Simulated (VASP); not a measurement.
Runs of VASP 6.6.1 on BaOs2Rh2. The structure is tetragonal, space group I4/mmm (No. 139). Conventional cell: a = 4.154 Å, b = 4.154 Å, c = 12.043 Å, α = 90.00°, β = 90.00°, γ = 90.00°. Os (site symmetry -4m2) has 4 Rh at 2.57 Å and 4 Os at 2.94 Å within 3.4 Å. Rh (site symmetry 4mm) has 4 Os at 2.57 Å and 1 Rh at 3.01 Å and 4 Ba at 3.30 Å within 3.4 Å. Ba (site symmetry 4/mmm) has 8 Rh at 3.30 Å and 8 Os at 3.66 Å and 4 Ba at 4.15 Å within 4.3 Å. 

```tsv
level	k mesh	gap on the mesh (eV)	pressure (GPa)	largest force (eV/Å)
r2SCAN	5 × 5 × 5	none	-5.8	0.17
revPBE	5 × 5 × 5	none	(a)	0.31
r2SCAN	5 × 5 × 5, shifted	none	-5.8	0.16
RPBE	5 × 5 × 5	none	-0.4	0.34
```

Alike in all rows: task single point; potentials or basis VASP PAW PBE potentials, release 64 (Os, Rh_pv, Ba_sv); no spin polarisation; cell as given; cutoff (eV) 520; smearing fermi-dirac 0.1 eV.

Question: Estimate the missing entries.

Answer: (a) -1.2.

Caveats: the PAW data sets were made with another functional, which shifts forces and pressure a little; spin-orbit coupling is left out, which moves the levels of the heavy elements; the cell stands under tension (at least some runs).

A k mesh can miss the band edges, and the runs leave out spin-orbit coupling on Ba, Os, Rh.

A gap of «none» marks levels without a gap at the run's occupations.
